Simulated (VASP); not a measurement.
Runs of VASP 6.6.1 on K. The structure is that of space group Cmcm (No. 63), or close to it. The cells are those of the table. 

| level | spin | cell | k mesh | cutoff (eV) | smearing | gap on the mesh (eV) | pressure (GPa) | largest force (eV/Å) |
| --- | --- | --- | --- | --- | --- | --- | --- | --- |
| RPBE+D4 | non-collinear, zero start, SOC | a = 4.207, b = 4.207, c = 6.956 Å, angles 90.0, 90.0, 117.9°, 2 atoms | 1 × 1 × 1 | 500 | gaussian 0.1 eV | - | 0.9 | - |
| BLYP | off | a = 4.725, b = 4.725, c = 7.812 Å, angles 90.0, 90.0, 117.9°, 2 atoms | 4 × 4 × 2 | 520 | gaussian 0.1 eV | none | (a) | 0.01 |
| PBE | off | a = 4.725, b = 4.725, c = 7.812 Å, angles 90.0, 90.0, 117.9°, 2 atoms | 4 × 4 × 2 | 520 | fermi-dirac 0.0861733 eV | none | -0.1 | - |
| PBE | off | a = 4.725, b = 4.725, c = 7.812 Å, angles 90.0, 90.0, 117.9°, 2 atoms | 4 × 4 × 2 | 520 | gaussian 0.1 eV | none | -0.1 | - |
| PBE | off | a = 4.725, b = 4.725, c = 7.812 Å, angles 90.0, 90.0, 117.9°, 2 atoms | 5 × 1 × 3 | 500 | gaussian 0.1 eV | none | -0.6 | 0.01 |
| PBE+D3(BJ) | off | a = 5.286, b = 5.286, c = 8.739 Å, angles 90.0, 90.0, 117.9°, 2 atoms | 4 × 4 × 2 | 520 | gaussian 0.19 eV | none | -0.8 | - |
| revPBE | off | a = 4.725, b = 4.725, c = 7.812 Å, angles 90.0, 90.0, 117.9°, 2 atoms | 3 × 3 × 2 | 520 | gaussian 0.1 eV | none | (b) | - |

Alike in all rows: task single point; potentials or basis VASP PAW PBE potentials, release 64 (K_sv).

**Question.** Estimate the missing entries.

**Answer.** (a) 0.0; (b) 0.1.

Caveats: some runs use coarse meshes; the PAW data sets were made with another functional, which shifts forces and pressure a little (some runs); pairwise dispersion overbinds metals, which lowers pressure and volume (some runs).

A gap of «none» marks levels without a gap at the run's occupations.
